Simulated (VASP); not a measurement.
Runs of VASP 6.6.1 on Sr. The structure is that of space group Fm-3m (No. 225), or close to it. The cells are those of the table. 

```tsv
level	potentials or basis	cell	k mesh	gap on the mesh (eV)	pressure (GPa)
r2SCAN	VASP PAW PBE potentials, release 64 (Sr_sv)	a = 4.331 Å, angles 60.0°, 1 atom	8 × 8 × 8	none	-0.1
LDA	VASP PAW LDA potentials, release 64 (Sr_sv)	a = 4.359 Å, angles 60.0°, 1 atom	8 × 8 × 8	none	(c)
PBE	VASP PAW PBE potentials, release 64 (Sr_sv)	a = 4.281, b = 4.281, c = 4.303 Å, angles 59.8, 59.8, 60.3°, 1 atom	6 × 6 × 6	0.04	(a)
LDA	VASP PAW LDA potentials, release 64 (Sr_sv)	a = 4.359 Å, angles 60.0°, 1 atom	6 × 6 × 6	0.11	-1.8
PBE	VASP PAW PBE potentials, release 64 (Sr_sv)	a = 4.260 Å, angles 60.0°, 1 atom	8 × 8 × 8	none	(b)
PBEsol	VASP PAW PBE potentials, release 64 (Sr_sv)	a = 4.387 Å, angles 60.0°, 1 atom	8 × 8 × 8	none	-1.4
PBE	VASP PAW PBE potentials, release 64 (Sr_sv)	a = 4.346, b = 4.346, c = 4.303 Å, angles 60.3, 60.3, 59.3°, 1 atom	6 × 6 × 6	0.02	-0.5
PBEsol	VASP PAW PBE potentials, release 64 (Sr_sv)	a = 3.636 Å, angles 60.0°, 1 atom	8 × 8 × 8	none	10.1
```

Alike in all rows: task single point; no spin polarisation; cutoff (eV) 520; smearing fermi-dirac 0.05 eV.

Question: Estimate the missing entries.

Answer: (a) -0.2; (b) 0.0; (c) -1.9.

Caveats: the PAW data sets were made with another functional, which shifts forces and pressure a little (some runs).

A k mesh can miss the band edges, and the runs leave out spin-orbit coupling on Sr.

A gap of «none» marks levels without a gap at the run's occupations.
